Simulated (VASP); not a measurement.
Co: single point with PBEsol

Crystal: Co.

```
Co
1.0
     2.45591    0.00000    0.00000
    -1.22796    2.12688    0.00000
     0.00000    0.00000    3.96804
Co
2
Direct
  0.33333 0.66667 0.25000
  0.66667 0.33333 0.75000
```

```
Program             : VASP 6.6.1
Task                : single point
Functional          : PBEsol
Potentials or basis : VASP PAW PBE potentials, release 64 (Co)
Cutoff              : 520 eV
k mesh              : 21 × 21 × 10
Occupations         : gaussian, width 0.1 eV
Spin                : collinear spin, ferromagnetic start
Starting moments    : [1.78, 1.78] μB
```

```
Pressure                                              : -1.0 GPa
Net moment                                            : 3.11 μB per cell
Site moments                                          : Co +1.56 μB
Valence electrons inside the program's atomic spheres : Co 8.37
```

Stress tensor (GPa, compression positive):
```
-0.91  0.00  0.00
 0.00 -0.91  0.00
 0.00  0.00 -1.07
```

Levels at points of the mesh, in eV from the Fermi level:
Spin up:
| k point | band 8 | band 9 | band 10 | band 11 | band 12 | band 13 |
| --- | --- | --- | --- | --- | --- | --- |
| (0.00, 0.00, 0.00) | -1.90 | -1.90 | -0.71 | -0.71 | -0.14 | 6.78 |
| (0.00, 0.00, 0.50) | -2.69 | -1.05 | -1.05 | -1.05 | -1.05 | 15.55 |
Spin down:
| k point | band 4 | band 5 | band 6 | band 7 | band 8 | band 9 | band 10 | band 11 |
| --- | --- | --- | --- | --- | --- | --- | --- | --- |
| (0.00, 0.00, 0.00) | -1.06 | -1.06 | -0.66 | -0.66 | -0.22 | -0.22 | -0.12 | 1.09 |
| (0.00, 0.00, 0.50) | -1.65 | -1.13 | -1.13 | -1.13 | -1.13 | 0.73 | 0.73 | 0.73 |

Run time: 4.6 min on 1 thread of Intel Xeon 8259CL (shared host), peak memory 0.27 GiB.

Caveat: the PAW data sets were made with another functional, which shifts forces and pressure a little.
